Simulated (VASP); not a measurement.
Li, 2 atoms in the cell. Symmetry: P6_3/mmc, No. 194, hexagonal system. The conventional cell has a = 2.550 Å, b = 2.550 Å, c = 4.168 Å, α = 90.00°, β = 90.00°, γ = 120.00°. Li (site symmetry -6m2) has 12 Li at 2.55 Å within 3.4 Å. 

```yaml
Program: VASP 6.6.1
Task: single point
Functional: PBEsol
Potentials_or_basis: VASP PAW PBE potentials, release 64 (Li_sv)
Cutoff: 520 eV
k_mesh: 14 × 14 × 8
Occupations: fermi-dirac, width 0.1 eV
Spin: no spin polarisation
Dipole_correction: no
Further_INCAR_settings: ALGO = Normal; EDIFF = 1e-07; NBANDS = 10
```

Potentials or basis: VASP PAW PBE potentials, release 64 (Li_sv).

The run is started by

```sh
$ cat potpaw_PBE.64/Li_sv/POTCAR > POTCAR
$ mpirun -np 1 vasp_std > vasp.out
```

Hardware: 1 thread of Intel(R) Xeon(R) 6975P-C (Granite Rapids), with other jobs on the host.

Question: Estimate the wall time of this run.

Answer: Run time: 11 s on 1 thread of Intel(R) Xeon(R) 6975P-C (Granite Rapids) (shared host), peak memory 0.13 GiB. Counts: scf iterations 13, k points 120.
